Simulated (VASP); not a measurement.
A run of VASP 6.6.1:

Contents of INCAR:

```
PREC = Accurate ; ENCUT = 400
EDIFF = 1E-8 ; ISMEAR = -1
SIGMA = 0.05 ; LREAL = False
LASPH = True ; NELM = 120
ALGO = Normal ; ISIF = 2
LWAVE = False ; LCHARG = False
GGA = PE ; LEFG = True
ISYM = 0 ; NBANDS = 12
GGA_COMPAT = False
```

The input KPOINTS:

```
Automatic mesh
0
Gamma
  12 12 14
```

POSCAR

```
In
1.0
   -1.6207113306      1.6207113306      2.4656758579
    1.6207113306     -1.6207113306      2.4656758579
    1.6207113306      1.6207113306     -2.4656758579
In
1
Direct
    0.0000000000      0.0000000000      0.0000000000
```

Potentials or basis: VASP PAW PBE potentials, release 64 (In_d).

Launch:

```sh
$ cat potpaw_PBE.64/In_d/POTCAR > POTCAR
$ mpirun -np 1 vasp_std > vasp.out
```

Hardware: 1 thread of Oxide Virtual Turin-like Processor (shared host).

Problem. Estimate the wall time of this run.

Solution. Wall time 4 min on 1 thread of Oxide Virtual Turin-like Processor, on a shared host, peak memory 0.27 GiB. Counts: scf iterations 11, k points 1012.
